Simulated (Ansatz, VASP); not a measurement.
**One calculation of PbO2, two programs**

The input INCAR:

```
  ALGO = Normal
  EDIFF = 1E-6
  ENCUT = 520
  GGA = PE
  ISIF = 2
  ISMEAR = -1
  LASPH = T
  LCHARG = T
  LELF = T
  LREAL = F
  LVHAR = T
  LWAVE = F
  NBANDS = 35
  NELM = 60
  PREC = Accurate
  SIGMA = 0.02
```

File KPOINTS:

```
k-points
0
Gamma
  6 6 8
```

Contents of POSCAR:

```
PbO2
1.0
    4.9838460811      0.0000000000      0.0000000000
    0.0000000000      4.9838460811      0.0000000000
    0.0000000000      0.0000000000      3.5439271952
Pb O
2 4
Direct
    0.0000000000      0.0000000000      0.0000000000
    0.5000000000      0.5000000000      0.5000000000
    0.3079107690      0.3079107690      0.0000000000
    0.1920892310      0.8079107690      0.5000000000
    0.8079107690      0.1920892310      0.5000000000
    0.6920892310      0.6920892310      0.0000000000
```

Input for Ansatz:

```yaml
crystal:
  lattice:
    - [4.9838460811, 0.0, 0.0]
    - [0.0, 4.9838460811, 0.0]
    - [0.0, 0.0, 3.5439271952]
  atoms:
    - { symbol: Pb, position: [0.0, 0.0, 0.0] }
    - { symbol: Pb, position: [0.5, 0.5, 0.5] }
    - { symbol: O, position: [0.307910769, 0.307910769, 0.0] }
    - { symbol: O, position: [0.192089231, 0.807910769, 0.5] }
    - { symbol: O, position: [0.807910769, 0.192089231, 0.5] }
    - { symbol: O, position: [0.692089231, 0.692089231, 0.0] }
kpoints:
  mp_grid: { grid: [6, 6, 8] }
  band_path:
    path:
      - [0.0, 0.0, 0.0]
      - [0.0, 0.5, 0.0]
      - [0.5, 0.5, 0.0]
      - [0.0, 0.0, 0.5]
      - [0.0, 0.5, 0.5]
      - [0.5, 0.5, 0.5]
      - [-0.0295, -0.02946, 0.125]
      - [-0.119792, 0.119792, -0.00651]
    npoints: 1
hamiltonian:
  xc: pbe
scf:
  occupations: { method: fermi_dirac, width: 0.02 }
  n_extra_bands: 5
output:
  forces: true
  stress: true
  eigenvalues: true
```

Change from the starting cell: uniaxial_z strain +4.0%.

Alike in both runs: task single point; functional PBE; k mesh 6 × 6 × 8; occupations fermi-dirac, width 0.02 eV; no spin polarisation.

|  | VASP | Ansatz |
| --- | --- | --- |
| version | VASP 6.6.1 | Ansatz 0.2.0 |
| potentials or method | VASP PAW PBE potentials, release 64 (Pb_d, O) | plane waves, PAW |
| plane-wave cutoff (eV) | 520 | 420 |
| valence electrons in the cell | 52 | 52 |

|  | VASP | Ansatz | Ansatz less VASP |
| --- | --- | --- | --- |
| pressure (GPa) | 0.3 | 0.1 | -0.20 |
| traceless stress, the component that is largest in VASP (GPa) | -2.44 | -2.53 | -0.088 |
| rms of the force components (eV/Å) | 0.005 | 0.006 | +0.0010 |

Atom by atom the forces differ by 0.001 eV/Å (rms over components). The functional is the same, so the differences come from potentials, cutoffs and numerics.

Neither program's run includes spin-orbit coupling.
